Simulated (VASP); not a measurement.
# LaHfO (Cmmm) in VASP: further runs

Runs on LaHfO. Level: PBE. Tasks: single point.

All numbers are computed with VASP 6.6.1; they aren't measurements. Logs are shortened: lines on timing, memory, paths and dates and some standing lists are left out, and cuts for length are marked.

## (1) The cell of the first run

Symmetry: Cmmm, No. 65, orthorhombic system. Conventional cell: a = 7.297 Å, b = 8.424 Å, c = 3.523 Å, α = 90.00°, β = 90.00°, γ = 90.00°. La (site symmetry m2m) has 4 O at 2.54 Å and 8 Hf at 3.27 to 3.35 Å and 4 La at 3.52 to 3.66 Å within 3.7 Å. Hf (site symmetry 2mm) has 2 O at 2.12 Å within 2.8 Å. O (site symmetry 2/m) has 2 Hf at 2.12 Å and 4 La at 2.54 Å within 2.8 Å.

## (2) Single point, PBE (18.05 Å³/atom)

File INCAR:

```
SYSTEM = LaHfO
PREC = Accurate
ENCUT = 520
EDIFF = 1E-7
ISMEAR = 0
SIGMA = 0.1
LREAL = .FALSE.
LASPH = .TRUE.
NELM = 60
ALGO = Normal
ISIF = 2
LWAVE = .FALSE.
LCHARG = .FALSE.
GGA = PE
NBANDS = 36
```

File KPOINTS:

```
Automatic mesh
0
G
  6 6 8
  0 0 0
```

File POSCAR:

```
LaHfO
1.0
    3.6485453393     -4.2118528097      0.0000000000
    3.6485453393      4.2118528097      0.0000000000
    0.0000000000      0.0000000000      3.5230632188
La Hf O
2 2 2
Direct
    0.2679533394      0.7320466606      0.0000000000
    0.7320466606      0.2679533394      0.0000000000
    0.7846199218      0.7846199218      0.5000000000
    0.2153800782      0.2153800782      0.5000000000
    0.0000000000      0.5000000000      0.5000000000
    0.5000000000      0.0000000000      0.5000000000
```

Potentials or basis: VASP PAW PBE potentials, release 64 (La, Hf_pv, O).

Run with:

```
$ cat potpaw_PBE.64/La/POTCAR potpaw_PBE.64/Hf_pv/POTCAR potpaw_PBE.64/O/POTCAR > POTCAR
$ mpirun -np 1 vasp_std > vasp.out
```

OUTCAR:

```text
SYSTEM = LaHfO
   PREC = Accurate
   ENCUT = 520
   EDIFF = 1E-7
   ISMEAR = 0
   LREAL = .FALSE.
   LASPH = .TRUE.
   NELM = 60
   ISIF = 2
   GGA = PE

 ion  position               nearest neighbor table
   1  0.268  0.732  0.000-   5 2.54   6 2.54   5 2.54   6 2.54   3 3.27   4 3.27   3 3.27   4 3.27
                             3 3.35   3 3.35   4 3.35   4 3.35   2 3.66   2 3.66
   2  0.732  0.268  0.000-   5 2.54   6 2.54   5 2.54   6 2.54   3 3.27   4 3.27   3 3.27   4 3.27
                             3 3.35   3 3.35   4 3.35   4 3.35   1 3.66   1 3.66
   3  0.785  0.785  0.500-   5 2.12   6 2.12   4 3.14   2 3.27   1 3.27   1 3.27   2 3.27   2 3.35
                             2 3.35   1 3.35   1 3.35
   4  0.215  0.215  0.500-   5 2.12   6 2.12   3 3.14   2 3.27   1 3.27   1 3.27   2 3.27   1 3.35
                             2 3.35   2 3.35   1 3.35
   5  0.000  0.500  0.500-   3 2.12   4 2.12   1 2.54   2 2.54   1 2.54   2 2.54
   6  0.500  0.000  0.500-   3 2.12   4 2.12   1 2.54   2 2.54   1 2.54   2 2.54

  LATTYP: Found a base centered orthorhombic cell.
 ALAT       =     7.2970906786
 B/A-ratio  =     1.1543923449
 C/A-ratio  =     0.4828038151

  Lattice vectors:

 A1 = (   3.6485453393,  -4.2118528097,   0.0000000000)
 A2 = (   3.6485453393,   4.2118528097,   0.0000000000)
 A3 = (   0.0000000000,   0.0000000000,   3.5230632188)

Analysis of symmetry for initial positions (statically):
=====================================================================
 Subroutine PRICEL returns:
 Original cell was already a primitive cell.

 Routine SETGRP: Setting up the symmetry group for a
 base centered orthorhombic supercell.

 Subroutine GETGRP returns: Found  8 space group operations
 (whereof  8 operations were pure point group operations)
 out of a pool of  8 trial point group operations.

The static configuration has the point symmetry D_2h.

Analysis of symmetry for dynamics (positions and initial velocities):
=====================================================================
 Subroutine PRICEL returns:
 Original cell was already a primitive cell.

 Routine SETGRP: Setting up the symmetry group for a
 base centered orthorhombic supercell.

 Subroutine GETGRP returns: Found  8 space group operations
 (whereof  8 operations were pure point group operations)
 out of a pool of  8 trial point group operations.

The dynamic configuration has the point symmetry D_2h.

 Subroutine INISYM returns: Found  8 space group operations
 (whereof  8 operations are pure point group operations),
 and found     1 'primitive' translations

----------------------------------------------------------------------------------------

                                     Primitive cell

  volume of cell :     108.2788

  direct lattice vectors                    reciprocal lattice vectors
     3.648545339 -4.211852810  0.000000000     0.137040917 -0.118712601  0.000000000
     3.648545339  4.211852810  0.000000000     0.137040917  0.118712601  0.000000000
     0.000000000  0.000000000  3.523063219     0.000000000  0.000000000  0.283843899

  length of vectors
     5.572395103  5.572395103  3.523063219     0.181308837  0.181308837  0.283843899

  position of ions in fractional coordinates (direct lattice)
     0.267953339  0.732046661  0.000000000
     0.732046661  0.267953339  0.000000000
     0.784619922  0.784619922  0.500000000
     0.215380078  0.215380078  0.500000000
     0.000000000  0.500000000  0.500000000
     0.500000000  0.000000000  0.500000000

  ion indices of the primitive-cell ions
   primitive index   ion index
                 1           1
                 2           2
                 3           3
                 4           4
                 5           5
                 6           6

----------------------------------------------------------------------------------------

 KPOINTS: Automatic mesh

Automatic generation of k-mesh.
 Grid dimensions read from file:
 generate k-points for:    6    6    8

 Generating k-lattice:

  Cartesian coordinates                     Fractional coordinates (reciprocal lattice)
     0.022840153 -0.019785433  0.000000000     0.166666667  0.000000000  0.000000000
     0.022840153  0.019785433  0.000000000     0.000000000  0.166666667  0.000000000
     0.000000000  0.000000000  0.035480487     0.000000000  0.000000000  0.125000000

  Length of vectors
     0.030218140  0.030218140  0.035480487

  Shift w.r.t. Gamma in fractional coordinates (k-lattice)
     0.000000000  0.000000000  0.000000000

 Subroutine IBZKPT returns following result:
 ===========================================

 Found     65 irreducible k-points:

 Following reciprocal coordinates:
            Coordinates               Weight
  0.000000  0.000000  0.000000      1.000000
  0.166667  0.000000  0.000000      4.000000
  0.333333 -0.000000  0.000000      4.000000
  0.500000  0.000000  0.000000      2.000000
  0.166667  0.166667  0.000000      2.000000
  0.333333  0.166667  0.000000      4.000000
[... 16 lines left out ...]
  0.333333  0.333333  0.125000      4.000000
  0.500000  0.333333  0.125000      8.000000
 [... further k-points ...]
   k-points           NKPTS =     65   k-points in BZ     NKDIM =     65   number of bands    NBANDS=     36
   number of dos      NEDOS =    301   number of ions     NIONS =      6
   total plane-waves  NPLWV =  49392
   dimension x,y,z NGX =    42 NGY =   42 NGZ =   28
   dimension x,y,z NGXF=    84 NGYF=   84 NGZF=   56
   ions per type =               2   2   2
   NGX,Y,Z   is equivalent  to a cutoff of  12.53, 12.53, 13.21 a.u.
   NGXF,Y,Z  is equivalent  to a cutoff of  25.06, 25.06, 26.43 a.u.
 SYSTEM =  LaHfO
   PREC   = accura    normal or accurate (medium, high low for compatibility)
   ISTART =      0    job   : 0-new  1-cont  2-samecut
   ICHARG =      2    charge: 1-file 2-atom 10-const
   ISPIN  =      1    spin polarized calculation?
   LNONCOLLINEAR =      F non collinear calculations
   LSORBIT =      F    spin-orbit coupling
   LASPH  =      T    aspherical Exc in radial PAW
   ENCUT  =  520.0 eV  38.22 Ry    6.18 a.u.  10.36 10.36  6.55*2*pi/ulx,y,z
   NELM   =     60;   NELMIN=  2; NELMDL= -5     # of ELM steps
   EDIFF  = 0.1E-06   stopping-criterion for ELM
   LREAL  =      F    real-space projection
   EDIFFG = 0.1E-05   stopping-criterion for IOM
   NSW    =      0    number of steps for IOM
   IBRION =     -1    ionic relax: 0-MD 1-quasi-New 2-CG
   NFREE  =      0    steps in history (QN), initial steepest desc. (CG)
   ISIF   =      2    stress and relaxation
   ISYM   =      2    0-nonsym 1-usesym 2-fastsym
   POTIM  = 0.5000    time-step for ionic-motion
   TEBEG  =    0.0;   TEEND  =   0.0 temperature during run
   PSTRESS=    0.0 pullay stress
   NELECT =      54.0000    total number of electrons
   NUPDOWN=      -1.0000    fix difference up-down
   EMIN   =  10.00;   EMAX   =-10.00  energy-range for DOS
   EFERMI =   0.00;   METHOD = LEGACY
   ISMEAR =     0;   SIGMA  =   0.10  broadening in eV -4-tet -1-fermi 0-gaus
   EFERMI_NEDOS =   21; number of points for ismear=-14 and -15
   IALGO  =     38    algorithm
   IMIX   =      4    mixing-type and parameters
     AMIX     =   0.40;   BMIX     =  1.00
     AMIX_MAG =   1.60;   BMIX_MAG =  1.00
  volume/ion in A,a.u.               =      18.05       121.78
  Fermi-wavevector in a.u.,A,eV,Ry     =   1.298250  2.453337 22.931977  1.685453
  Thomas-Fermi vector in A             =   2.429590
   LORBIT       =      0    0 simple, 1 ext, 2 COOP (PROOUT), +10 PAW based schemes
   GGA     = PE    functional components
   LHFCALC =     F    Hartree Fock is set to
   AEXX    =    0.0000 exact exchange contribution
   IVDW    =     0    specifies the selected vdW correction
   LEPSILON=     F    determine dielectric tensor
   LRPA    =     F    only Hartree local field effects (RPA)
 non-spin polarized calculation
 Gauss-broadening in eV      SIGMA  =   0.10
  energy-cutoff  :      520.00
  volume of cell :      108.28
 maximum number of plane-waves:      2938
 NGX is ok and might be reduce to    42
   NGX = 21   NGY = 21   NGZ = 13

 number of electron      53.9999993 magnetization

 Free energy of the ion-electron system (eV)
  ---------------------------------------------------
  ext. energy  EPLUGINS =         0.00000000
  ---------------------------------------------------
  free energy    TOTEN  =       -50.12916699 eV

  energy without entropy =      -50.11188614  energy(sigma->0) =      -50.12052656

 E-fermi :   8.7932     XC(G=0): -11.3528

 val. band max:        8.7748917084   @ k =   0.1667   0.0000   0.3750
 cond. band min:       8.8057571110   @ k =   0.0000   0.0000   0.5000
 fundamental gap:      0.0308654026
 Fermi energy:         8.7931621641

 k-point     1 :       0.0000    0.0000    0.0000
  band No.  band energies     occupation
      1     -23.5857      2.00000
      2     -23.4207      2.00000
      3     -22.5668      2.00000
      4     -22.4348      2.00000
      5     -22.2303      2.00000
      6     -22.0436      2.00000
[... 28 lines left out ...]
     35      11.1384      0.00000
     36      11.2203      0.00000

 k-point     2 :       0.1667    0.0000    0.0000
  band No.  band energies     occupation
      1     -23.5886      2.00000
      2     -23.4480      2.00000
      3     -22.5417      2.00000
      4     -22.4307      2.00000
      5     -22.2222      2.00000
      6     -22.0428      2.00000
[... 28 lines left out ...]
     35      11.2715      0.00000
     36      11.3955      0.00000

 k-point     3 :       0.3333   -0.0000    0.0000
  band No.  band energies     occupation
      1     -23.5894      2.00000
      2     -23.5039      2.00000
      3     -22.4908      2.00000
      4     -22.4289      2.00000
      5     -22.2047      2.00000
      6     -22.0409      2.00000
[... 28 lines left out ...]
     35      11.1018      0.00000
     36      11.4032      0.00000

 k-point     4 :       0.5000    0.0000    0.0000
  band No.  band energies     occupation
      1     -23.5827      2.00000
      2     -23.5373      2.00000
      3     -22.4533      2.00000
      4     -22.4427      2.00000
      5     -22.1951      2.00000
      6     -22.0399      2.00000
[... 28 lines left out ...]
     35      10.8103      0.00000
     36      11.4295      0.00000

 k-point     5 :       0.1667    0.1667    0.0000
  band No.  band energies     occupation
      1     -23.5627      2.00000
      2     -23.5069      2.00000
      3     -22.5091      2.00000
      4     -22.4284      2.00000
      5     -22.2179      2.00000
      6     -22.0417      2.00000
[... 655 lines left out ...]
 k-point    22 :      -0.1667    0.1667    0.1250
  band No.  band energies     occupation
      1     -23.5942      2.00000
      2     -23.4149      2.00000
      3     -22.5249      2.00000
      4     -22.4273      2.00000
      5     -22.2095      2.00000
      6     -22.0573      2.00000
[... 28 lines left out ...]
     35      11.2360      0.00000
     36      11.4777      0.00000

 k-point    23 :       0.3333    0.3333    0.1250
  band No.  band energies     occupation
      1     -23.6129      2.00000
      2     -23.4933      2.00000
      3     -22.4360      2.00000
      4     -22.4135      2.00000
      5     -22.1836      2.00000
      6     -22.0607      2.00000
[... 28 lines left out ...]
     35      11.1720      0.00000
     36      11.4219      0.00000

 k-point    24 :       0.5000    0.3333    0.1250
  band No.  band energies     occupation
      1     -23.6513      2.00000
      2     -23.4728      2.00000
      3     -22.4190      2.00000
      4     -22.4148      2.00000
      5     -22.1704      2.00000
      6     -22.0607      2.00000
[... 28 lines left out ...]
     35      11.2983      0.00000
     36      11.3896      0.00000

 [... further k-points ...]

------------------------ aborting loop because EDIFF is reached ----------------------------------------

  FORCE on cell =-STRESS in cart. coord.  units (eV):
  Direction    XX          YY          ZZ          XY          YZ          ZX
  --------------------------------------------------------------------------------------
  -------------------------------------------------------------------------------------
  Total        7.4079961      6.6179397      7.4247185     -0.0000000      0.0000000      0.0000000
  in kB      109.6144888     97.9241978    109.8619267     -0.0000000      0.0000000      0.0000000
  external PRESSURE =     105.8002044 kB  Pullay stress =       0.0000000 kB

 VOLUME and BASIS-vectors are now :
 -----------------------------------------------------------------------------
  energy-cutoff  :      520.00
  volume of cell :      108.28
      direct lattice vectors                 reciprocal lattice vectors
     3.648545339 -4.211852810  0.000000000     0.137040917 -0.118712601  0.000000000
     3.648545339  4.211852810  0.000000000     0.137040917  0.118712601  0.000000000
     0.000000000  0.000000000  3.523063219     0.000000000  0.000000000  0.283843899

 POSITION                                       TOTAL-FORCE (eV/Angst)
 -----------------------------------------------------------------------------------
      3.64855      1.95469      0.00000        -0.000000      0.010384      0.000000
      3.64855     -1.95469      0.00000        -0.000000     -0.010384      0.000000
      5.72544      0.00000      1.76153        -0.017034      0.000000     -0.000000
      1.57165      0.00000      1.76153         0.017034      0.000000      0.000000
      1.82427      2.10593      1.76153        -0.000000      0.000000      0.000000
      1.82427     -2.10593      1.76153         0.000000      0.000000      0.000000
 -----------------------------------------------------------------------------------
    total drift:                               -0.000000     -0.000000     -0.000000

  FREE ENERGIE OF THE ION-ELECTRON SYSTEM (eV)
  ---------------------------------------------------
  free  energy   TOTEN  =       -50.1291669897 eV

  energy  without entropy=      -50.1118861403  energy(sigma->0) =      -50.12052656
```

Run time: 2.4 min. Hardware: 1 thread of Intel Xeon 6975P-C (Granite Rapids), shared host; peak memory 0.39 GiB.

What came out:

| Quantity | Value |
| --- | --- |
| Free energy | -50.1292 eV |
| Pressure | 10.6 GPa |
| Largest force | 0.017 eV/Å |
| Band gap on the k mesh | zero (bands 27 and 28 overlap by 1.08 eV) |

Forces on the atoms (eV/Å):
```
La   0.000  0.010  0.000
La   0.000 -0.010  0.000
Hf  -0.017  0.000  0.000
Hf   0.017  0.000  0.000
O    0.000  0.000  0.000
O    0.000  0.000  0.000
```

Caveat: the cell stands under pressure; spin-orbit coupling is left out, which moves the levels of the heavy elements.

## (3) Single point, PBE

This run uses another cell than the first one, of 19.83 Å³/atom.

File INCAR:

```
ALGO = Normal
EDIFF = 1E-7
ENCUT = 520
GGA = PE
ISIF = 2
ISMEAR = 0
LASPH = True
LCHARG = False
LREAL = False
LWAVE = False
NBANDS = 36
NELM = 60
PREC = Accurate
SIGMA = 0.1
```

File KPOINTS:

```
k-points
0
Gamma
  6 6 8
```

File POSCAR:

```
LaHfO
1.0
    3.7708632524     -4.2775492558      0.0000000000
    3.7708632524      4.2775492558      0.0000000000
    0.0000000000      0.0000000000      3.6883843846
La Hf O
2 2 2
Direct
    0.2666822275      0.7333177725      0.0000000000
    0.7333177725      0.2666822275      0.0000000000
    0.7841741720      0.7841741720      0.5000000000
    0.2158258280      0.2158258280      0.5000000000
    0.0000000000      0.5000000000      0.5000000000
    0.5000000000      0.0000000000      0.5000000000
```

Potentials or basis: VASP PAW PBE potentials, release 64 (La, Hf_pv, O).

Run with:

```
$ cat potpaw_PBE.64/La/POTCAR potpaw_PBE.64/Hf_pv/POTCAR potpaw_PBE.64/O/POTCAR > POTCAR
$ mpirun -np 1 vasp_std > vasp.out
```

It took 2.7 min on 1 thread of Intel Xeon 6975P-C (Granite Rapids), shared host; peak memory 0.41 GiB.

The run converged. Its results:

| Item | Value |
| --- | --- |
| Free energy | -50.4484 eV |
| Pressure | -0.7 GPa |
| Largest force | 0.019 eV/Å |
| Band gap on the k mesh | zero (bands 27 and 28 overlap by 1.01 eV) |

Forces on the atoms (eV/Å):
```
La   0.000  0.007  0.000
La   0.000 -0.007  0.000
Hf  -0.019  0.000  0.000
Hf   0.019  0.000  0.000
O    0.000  0.000  0.000
O    0.000  0.000  0.000
```

Stress tensor (GPa, compression positive):
```
-0.32  0.00  0.00
 0.00 -1.36  0.00
 0.00  0.00 -0.29
```

Levels at points of the mesh, in eV from the Fermi level:
| k point | band 23 | band 24 | band 25 | band 26 | band 27 | band 28 | band 29 | band 30 | band 31 | band 32 |
| --- | --- | --- | --- | --- | --- | --- | --- | --- | --- | --- |
| (0.00, 0.00, 0.00) | -4.43 | -2.75 | -2.32 | 0.03 | 0.58 | 0.71 | 1.03 | 1.11 | 1.84 | 1.96 |
| (0.50, 0.00, 0.00) | -3.18 | -2.54 | -1.13 | -1.05 | 0.32 | 0.73 | 0.74 | 0.98 | 1.29 | 1.67 |
| (0.50, 0.50, 0.00) | -2.61 | -1.68 | -1.17 | -0.91 | -0.72 | 0.39 | 1.02 | 1.09 | 1.15 | 1.80 |
| (0.00, 0.00, 0.50) | -1.66 | -1.21 | -1.14 | -1.14 | -0.02 | 0.12 | 0.79 | 1.15 | 1.31 | 1.59 |
| (0.50, 0.00, 0.50) | -1.78 | -1.61 | -1.29 | -0.64 | -0.55 | -0.21 | 0.75 | 1.08 | 1.13 | 1.56 |
| (0.50, 0.50, 0.50) | -2.75 | -2.06 | -1.66 | -1.53 | -0.09 | 1.03 | 1.27 | 1.55 | 1.63 | 1.70 |

Caveat: spin-orbit coupling is left out, which moves the levels of the heavy elements.
